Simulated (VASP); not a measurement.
Crystal: Cd.

```
CELL_PARAMETERS angstrom
0.00000 2.21815 2.21815
2.21815 0.00000 2.21815
2.21815 2.21815 0.00000
ATOMIC_POSITIONS crystal
Cd 0.00000 0.00000 0.00000
```

Program: VASP 6.6.1. Alike in all runs: task single point; no spin polarisation; cell as given.

Task: Order these runs on this cell by their pressure, lowest first.
A. level LDA; potentials or basis VASP PAW LDA potentials, release 64 (Cd); k mesh 9 × 9 × 9; cutoff (eV) 520; smearing methfessel-paxton 0.05 eV
B. level r2SCAN; potentials or basis VASP PAW PBE potentials, release 64 (Cd); k mesh 9 × 9 × 9; cutoff (eV) 520; smearing gaussian 0.1 eV
C. level PBE0; potentials or basis VASP PAW PBE potentials, release 64 (Cd); k mesh 6 × 6 × 6; cutoff (eV) 520; smearing fermi-dirac 0.05 eV; grid for exact exchange (PRECFOCK) Normal
D. level RPBE; potentials or basis VASP PAW PBE potentials, release 64 (Cd); k mesh 10 × 10 × 10; cutoff (eV) 500; smearing gaussian 0.05 eV

Result: A (-4.2 GPa), B (0.2 GPa), C (2.9 GPa), D (5.3 GPa).

Caveats: some runs use coarse meshes; the PAW data sets were made with another functional, which shifts forces and pressure a little (some runs).
